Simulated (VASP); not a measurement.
Wanted: the native input for a VASP 6.6.1 run.

```
Task                   : single point
Functional             : r2SCAN
Dispersion             : D4
Potentials or basis    : VASP PAW PBE potentials, release 64 (Pb_d)
Cutoff                 : 520 eV
k mesh                 : 5 × 5 × 5
Occupations            : fermi-dirac, width 0.1 eV
Spin                   : no spin polarisation
Dipole correction      : no
Further INCAR settings : ALGO = Normal; EDIFF = 1e-06; NBANDS = 21
```

Pb:

```
CELL_PARAMETERS angstrom
0.00000 3.43900 3.43900
3.43900 0.00000 3.43900
3.43900 3.43900 0.00000
ATOMIC_POSITIONS crystal
Pb 0.50000 0.50000 0.50000
Pb 0.75000 0.75000 0.75000
```

These files were run (other wordings do the same):

POSCAR

```
Pb
1.0
    0.0000000000      3.4390000600      3.4390000600
    3.4390000600      0.0000000000      3.4390000600
    3.4390000600      3.4390000600      0.0000000000
Pb
2
Direct
    0.5000000000      0.5000000000      0.5000000000
    0.7499999985      0.7499999985      0.7499999985
```

INCAR.step1

```
SYSTEM = Pb
ALGO = Normal
EDIFF = 1E-4
ENCUT = 520
GGA = PE
ISMEAR = -1
LASPH = .TRUE.
LCHARG = .FALSE.
LREAL = .FALSE.
LWAVE = .TRUE.
NBANDS = 21
NELM = 60
PREC = Accurate
SIGMA = 0.1
```

INCAR.step2

```
SYSTEM = Pb
ALGO = Normal
EDIFF = 1E-6
ENCUT = 520
ISIF = 2
ISMEAR = -1
ISTART = 1
IVDW = 13
LASPH = .TRUE.
LCHARG = .FALSE.
LMIXTAU = .TRUE.
LREAL = .FALSE.
LWAVE = .FALSE.
METAGGA = R2SCAN
NBANDS = 21
NELM = 60
PREC = Accurate
SIGMA = 0.1
VDW_A1 = 0.51559235
VDW_A2 = 5.77342911
VDW_S6 = 1.0
VDW_S8 = 0.6018749
```

KPOINTS

```
k-points
0
G
  5 5 5
  0 0 0
```

Potentials or basis: VASP PAW PBE potentials, release 64 (Pb_d).

The run is started by

```console
$ cat potpaw_PBE.64/Pb_d/POTCAR > POTCAR
$ cp INCAR.step1 INCAR
$ mpirun -np 1 vasp_std > vasp.out
$ cp INCAR.step2 INCAR
$ mpirun -np 1 vasp_std > vasp.out
```

Results of the run:

The pressure is 1.0 GPa, the band gap on the k mesh is zero (band 14 reaches 4.59 eV, above the bottom of band 15 at 3.47 eV) and the dispersion energy per atom is -0.105 eV.

Caveat: the PAW data sets were made with another functional, which shifts forces and pressure a little; spin-orbit coupling is left out, which moves the levels of the heavy elements; pairwise dispersion overbinds metals, which lowers pressure and volume.

It took 2.8 min on 1 thread of AMD EPYC 7R13 (shared host), peak memory 0.19 GiB.
